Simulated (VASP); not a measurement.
A run of VASP 6.6.1 is set up as follows.

INCAR

```
ALGO     = Normal         # electronic algorithm
EDIFF    = 1E-7           # SCF threshold, eV
ENCUT    = 520            # plane-wave cutoff, eV
GGA      = CA             # functional
ISIF     = 2              # what is computed and relaxed
ISMEAR   = -1             # smearing method
LASPH    = True           # aspherical terms in the spheres
LCHARG   = False          # write CHGCAR
LREAL    = False          # projectors in reciprocal space
LWAVE    = False          # write WAVECAR
NBANDS   = 9              # bands
NELM     = 80             # most SCF steps
PREC     = Accurate       # precision mode
SIGMA    = 0.05           # smearing width, eV
```

The input KPOINTS:

```
k-points
0
Gamma
  9 9 9
```

Contents of POSCAR:

```
Te
1.0
    2.2747396529      1.3133215509      1.6681001767
   -2.2747396529      1.3133215509      1.6681001767
    0.0000000000     -2.6266431019      1.6681001767
Te
1
Direct
    0.5000000000      0.5000000000      0.5000000000
```

Potentials or basis: VASP PAW LDA potentials, release 64 (Te).

Command:

```bash
$ cat potpaw_LDA.64/Te/POTCAR > POTCAR
$ mpirun -np 1 vasp_std > vasp.out
```

Predict the band gap on the k mesh.

zero (band 3 reaches 10.04 eV, above the bottom of band 4 at 4.92 eV).

What does it give for the pressure?

1.5 GPa.

Stress tensor (GPa, compression positive):
```
1.59 0.00 0.00
0.00 1.59 0.00
0.00 0.00 1.30
```

Caveat: spin-orbit coupling is left out, which moves the levels of the heavy elements.
